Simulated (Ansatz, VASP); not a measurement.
Be3P3Pd: VASP beside Ansatz

INCAR

```
SYSTEM = Be3P3Pd
PREC = Accurate
ENCUT = 520
EDIFF = 1E-6
ISMEAR = 0
SIGMA = 0.1
LREAL = .False.
LASPH = .True.
NELM = 100
ALGO = Normal
ISIF = 2
LWAVE = .False.
LCHARG = .True.
GGA = PE
LELF = .True.
LVHAR = .True.
NBANDS = 24
```

KPOINTS

```
Automatic mesh
0
Gamma
  8 8 8
  0 0 0
```

File POSCAR:

```
Be3P3Pd
1.0
    4.7448448214      0.0000000000      0.0000000000
    0.0000000000      4.7448448214      0.0000000000
    0.0000000000      0.0000000000      4.7448448214
Be P Pd
3 3 1
Direct
    0.0000000000      0.5000000000      0.5000000000
    0.5000000000      0.0000000000      0.5000000000
    0.5000000000      0.5000000000      0.0000000000
    0.5000000000      0.0000000000      0.0000000000
    0.0000000000      0.5000000000      0.0000000000
    0.0000000000      0.0000000000      0.5000000000
    0.0000000000      0.0000000000      0.0000000000
```

Input for Ansatz:

```yaml
crystal:
  lattice:
    - [4.7448448214, 0.0, 0.0]
    - [0.0, 4.7448448214, 0.0]
    - [0.0, 0.0, 4.7448448214]
  atoms:
    - { symbol: Be, position: [0.0, 0.5, 0.5] }
    - { symbol: Be, position: [0.5, 0.0, 0.5] }
    - { symbol: Be, position: [0.5, 0.5, 0.0] }
    - { symbol: P, position: [0.5, 0.0, 0.0] }
    - { symbol: P, position: [0.0, 0.5, 0.0] }
    - { symbol: P, position: [0.0, 0.0, 0.5] }
    - { symbol: Pd, position: [0.0, 0.0, 0.0] }
basis:
  ecutwfc: 420
kpoints:
  mp_grid: { grid: [8, 8, 8] }
  band_path:
    path:
      - [[0.0, 0.0, 0.0], [0.0, 0.5, 0.0], [0.5, 0.5, 0.0], [0.0, 0.0, 0.0], [0.5, 0.5, 0.5], [0.0, 0.5, 0.0]]
      - [[0.5, 0.5, 0.5], [0.5, 0.5, 0.0]]
    npoints: 14
hamiltonian:
  xc: pbe
scf:
  occupations: { method: gaussian, width: 0.1 }
  n_extra_bands: 17
output:
  forces: true
  stress: true
  eigenvalues: true
  populations: true
  dos: { projected: true, de: 0.02, nscf_kmesh: { grid: [10, 10, 10] } }
  bader: true
  write_density: true
  write_potential: true
  elf: true
  volumetric_format: npy
```

Alike in both runs: task single point; functional PBE; k mesh 8 × 8 × 8; occupations gaussian, width 0.1 eV; no spin polarisation.

```csv
,VASP,Ansatz
version,VASP 6.6.1,Ansatz 0.2.0
potentials or method,"VASP PAW PBE potentials, release 64 (Be, P, Pd), cutoff 520 eV","scalar-relativistic, plane waves, PAW"
valence electrons in the cell,31,39
```

```csv
,VASP,Ansatz,Ansatz less VASP
gap on the k mesh at the Fermi level (eV),none,none,-
pressure (GPa),0.0,0.0,0.00
```

A gap of «none» marks a metal or a gap that the smearing closes. VASP's potentials hold 31 valence electrons a cell and Ansatz's 39, so a difference there can come from the potentials and not from the codes.
